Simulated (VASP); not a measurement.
Runs of VASP 6.6.1 on Sr. Symmetry: Im-3m, No. 229, cubic system. The conventional cell has a = 4.804 Å, b = 4.804 Å, c = 4.804 Å, α = 90.00°, β = 90.00°, γ = 90.00°. Within 5.5 Å of Sr (site symmetry m-3m) lie 14 Sr at 4.16 to 4.80 Å. 

```csv
task,level,potentials or basis,k mesh,gap on the mesh (eV),pressure (GPa)
electric field gradients,PBEsol,"VASP PAW PBE potentials, release 64 (Sr_sv)",10 × 10 × 10,none,(a)
single point,PBE,"VASP PAW PBE potentials, release 64 (Sr_sv)","10 × 10 × 10, shifted",none,-0.3
electric field gradients,PBE,"VASP PAW PBE potentials, release 64 (Sr_sv)",10 × 10 × 10,none,-0.3
electric field gradients,LDA,"VASP PAW LDA potentials, release 64 (Sr_sv)",10 × 10 × 10,none,-1.6
single point,PBE,"VASP PAW PBE potentials, release 64 (Sr_sv)",10 × 10 × 10,none,-0.3
```

Alike in all rows: no spin polarisation; cell as given; cutoff (eV) 520; smearing fermi-dirac 0.05 eV.

Question: Estimate the missing entries.

Answer: (a) -0.9.

Caveats: the PAW data sets were made with another functional, which shifts forces and pressure a little (some runs).

A k mesh can miss the band edges, and the runs leave out spin-orbit coupling on Sr.

A gap of «none» marks levels without a gap at the run's occupations.
